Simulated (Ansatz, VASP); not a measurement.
**One calculation of Ti, two programs**

INCAR

```
PREC     = Accurate       # precision mode
ENCUT    = 520            # plane-wave cutoff, eV
EDIFF    = 1E-6           # SCF threshold, eV
ISMEAR   = 0              # smearing method
SIGMA    = 0.1            # smearing width, eV
LREAL    = F              # projectors in reciprocal space
LASPH    = T              # aspherical terms in the spheres
NELM     = 80             # most SCF steps
ALGO     = Normal         # electronic algorithm
ISIF     = 2              # what is computed and relaxed
LWAVE    = F              # write WAVECAR
LCHARG   = T              # write CHGCAR
GGA      = PE             # functional
LELF     = T              # ELF
LVHAR    = T            
NBANDS   = 12             # bands
```

File KPOINTS:

```
regular mesh
0
Gamma
  18 18 18
```

The input POSCAR:

```
Ti
1.0
   -1.6802968107      1.6802968107      1.6802968107
    1.6802968107     -1.6802968107      1.6802968107
    1.6802968107      1.6802968107     -1.6802968107
Ti
1
Direct
    0.0000000000      0.0000000000      0.0000000000
```

Input for Ansatz:

```yaml
crystal:
  lattice:
    - [-1.6802968107, 1.6802968107, 1.6802968107]
    - [1.6802968107, -1.6802968107, 1.6802968107]
    - [1.6802968107, 1.6802968107, -1.6802968107]
  atoms:
    - { symbol: Ti, position: [0.0, 0.0, 0.0] }
basis:
  ecutwfc: 420
kpoints:
  mp_grid: { grid: [18, 18, 18] }
hamiltonian:
  xc: pbe
scf:
  occupations: { method: gaussian, width: 0.1 }
output:
  forces: true
  stress: true
  eigenvalues: true
```

Alike in both runs: task single point; functional PBE; k mesh 18 × 18 × 18; occupations gaussian, width 0.1 eV; no spin polarisation.

|  | VASP | Ansatz |
| --- | --- | --- |
| version | VASP 6.6.1 | Ansatz 0.2.0 |
| potentials or method | VASP PAW PBE potentials, release 64 (Ti_sv), cutoff 520 eV | scalar-relativistic, plane waves, PAW |
| valence electrons in the cell | 12 | 12 |

|  | VASP | Ansatz | Ansatz less VASP |
| --- | --- | --- | --- |
| gap on the k mesh at the Fermi level (eV) | none | none | - |
| pressure (GPa) | -8.8 | -8.6 | +0.13 |

A gap of «none» marks a metal or a gap that the smearing closes.
